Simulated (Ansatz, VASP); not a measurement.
SnPt3 in VASP and in Ansatz

```
CELL_PARAMETERS angstrom
4.00000 -0.04000 -0.04000
-0.04000 4.00000 -0.04000
-0.04000 -0.04000 4.00000
ATOMIC_POSITIONS crystal
Sn 0.00000 0.00000 0.00000
Pt 0.00000 0.50000 0.50000
Pt 0.50000 0.00000 0.50000
Pt 0.50000 0.50000 0.00000
```

Change from the starting cell: equal xy, yz and zx shear strains of -2 %, crystal datasets.

Alike in both runs: task electric field gradients; functional LDA; k mesh 8 × 8 × 8; occupations fermi-dirac, width 0.05 eV; no spin polarisation.

```csv
,VASP,Ansatz
version,VASP 6.6.1,Ansatz 0.2.0
potentials or method,"VASP PAW LDA potentials, release 64 (Sn_d, Pt), cutoff 520 eV","all-electron PAW with datasets made for the crystal, scalar-relativistic"
```

VASP gave:

* pressure (GPa): -2.6
* traceless stress, the component that is largest in VASP (GPa): 1.48
* size of Vzz on the site where it differs most (V/Å²): 151.9

Problem. What did Ansatz give for the same quantities?

Solution. Pressure (GPa): -3.3; traceless stress, the component that is largest in VASP (GPa): 1.44; size of Vzz on the site where it differs most (V/Å²): 165.4.

LDA's correlation is that of Perdew and Zunger in VASP and of Perdew and Wang (1992) in Ansatz. Ansatz ran all-electron here, and VASP with PAW potentials.

Neither program's run includes spin-orbit coupling.
